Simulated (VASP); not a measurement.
## TiO2: single point with r2SCAN

Crystal: TiO2.

```
CELL_PARAMETERS angstrom
-1.88287 1.88287 4.72611
1.88287 -1.88287 4.72611
1.88287 1.88287 -4.72611
ATOMIC_POSITIONS crystal
Ti 0.00000 0.00000 0.00000
Ti 0.75000 0.25000 0.50000
O 0.20896 0.20896 0.00000
O 0.95896 0.45896 0.50000
O 0.54104 0.04104 0.50000
O 0.79104 0.79104 0.00000
```

| Item | Value |
| --- | --- |
| Program | VASP 6.6.1 |
| Task | single point |
| Functional | r2SCAN |
| Potentials or basis | VASP PAW PBE potentials, release 64 (Ti_sv, O) |
| Cutoff | 520 eV |
| k mesh | 8 × 8 × 8 |
| Occupations | gaussian, width 0.05 eV |
| Spin | no spin polarisation |

```yaml
Pressure: 5.2 GPa
Largest_force: 0.029 eV/Å
Band_gap_on_the_k_mesh: 2.58 eV (least direct gap 2.92 eV)
```

Forces on the atoms (eV/Å):
```
Ti   0.000  0.000  0.000
Ti   0.000  0.000  0.000
O    0.000  0.000  0.029
O    0.000  0.000  0.029
O    0.000  0.000 -0.029
O    0.000  0.000 -0.029
```

Stress tensor (GPa, compression positive):
```
5.29 0.00 0.00
0.00 5.29 0.00
0.00 0.00 5.13
```

Levels at points of the mesh, in eV from the valence-band top:
| k point | band 22 | band 23 | band 24 | band 25 | band 26 | band 27 |
| --- | --- | --- | --- | --- | --- | --- |
| (0.00, 0.00, 0.00) | -0.76 | -0.49 | -0.49 | 2.58 | 3.35 | 4.48 |
| (0.50, 0.00, 0.00) | -1.00 | -0.86 | -0.66 | 3.75 | 4.04 | 4.06 |
| (0.50, 0.50, 0.00) | -2.14 | 0.00 | 0.00 | 3.87 | 3.87 | 4.34 |
| (0.50, 0.50, 0.50) | -1.30 | -0.12 | -0.12 | 2.95 | 2.95 | 4.30 |

Run time: 9.2 min on 1 thread of AMD EPYC 9R45 96-Core Processor (Zen 5) (shared host), peak memory 0.29 GiB.

Caveat: the cell stands under pressure; the PAW data sets were made with another functional, which shifts forces and pressure a little. A k mesh can miss the band edges.
